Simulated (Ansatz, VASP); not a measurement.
**One calculation of WC, two programs**

```xyz
2
Lattice="0.0000 2.1927 2.1927 2.1927 0.0000 2.1927 2.1927 2.1927 0.0000" Properties=species:S:1:pos:R:3 pbc="T T T"
W    -0.2250    0.0000   -0.2250
C     2.1927    2.1927    2.1927
```

Alike in both runs: task single point; functional PBEsol; k mesh 18 × 18 × 18; occupations gaussian, width 0.15 eV; no spin polarisation.

|  | VASP | Ansatz |
| --- | --- | --- |
| version | VASP 6.6.1 | Ansatz 0.2.0 |
| potentials or method | VASP PAW PBE potentials, release 64 (W_sv, C), cutoff 600 eV | scalar-relativistic, plane waves, PAW |
| valence electrons in the cell | 18 | 18 |

|  | VASP | Ansatz | Ansatz less VASP |
| --- | --- | --- | --- |
| gap on the k mesh at the Fermi level (eV) | none | none | - |
| pressure (GPa) | 6.8 | 5.7 | -1.11 |
| traceless stress, the component that is largest in VASP (GPa) | -16.40 | -16.22 | +0.186 |
| rms of the force components (eV/Å) | 1.589 | 1.563 | -0.0261 |

VASP's potentials were made for PBE, not for PBEsol. Atom by atom the forces differ by 0.026 eV/Å (rms over components). A gap of «none» marks a metal or a gap that the smearing closes. The functional is the same, so the differences come from potentials, cutoffs and numerics.

Spin-orbit coupling is off throughout.
